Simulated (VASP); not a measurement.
Here is a VASP 6.6.1 calculation.

The input INCAR:

```
PREC = Accurate
ENCUT = 520
EDIFF = 1E-6
ISMEAR = 0
SIGMA = 0.05
LREAL = F
LASPH = T
NELM = 60
ALGO = Normal
ISIF = 2
LWAVE = F
LCHARG = T
GGA = PS
LELF = T
LVHAR = T
NBANDS = 22
```

Contents of KPOINTS:

```
Automatic mesh
0
Gamma
  4 4 2
```

File POSCAR:

```
F
1.0
    3.1573117572     -1.8146152765     -0.2435191204
    3.1573117572      1.8146152765     -0.2435191204
   -2.3740572529      0.0000000000      7.2670371310
F
4
Direct
    0.0848459664      0.0848459664      0.0940038325
    0.9151540336      0.9151540336      0.9059961675
    0.5015719855      0.5015719855      0.5937195244
    0.4984280145      0.4984280145      0.4062804756
```

Potentials or basis: VASP PAW PBE potentials, release 64 (F).

Command:

```sh
$ cat potpaw_PBE.64/F/POTCAR > POTCAR
$ mpirun -np 1 vasp_std > vasp.out
```

Question: Estimate the band gap on the k mesh.

Answer: 2.75 eV, indirect (least direct gap 2.83 eV).

Question: What does it give for the pressure?

Answer: -1.5 GPa.

Question: Estimate the largest force.

Answer: 0.508 eV/Å.

Forces on the atoms (eV/Å):
```
F   -0.220  0.000 -0.448
F    0.220  0.000  0.448
F    0.157  0.000 -0.484
F   -0.157  0.000  0.484
```

Caveat: the k points lie up to 0.51 Å⁻¹ apart; the PAW data sets were made with another functional, which shifts forces and pressure a little. A k mesh can miss the band edges.
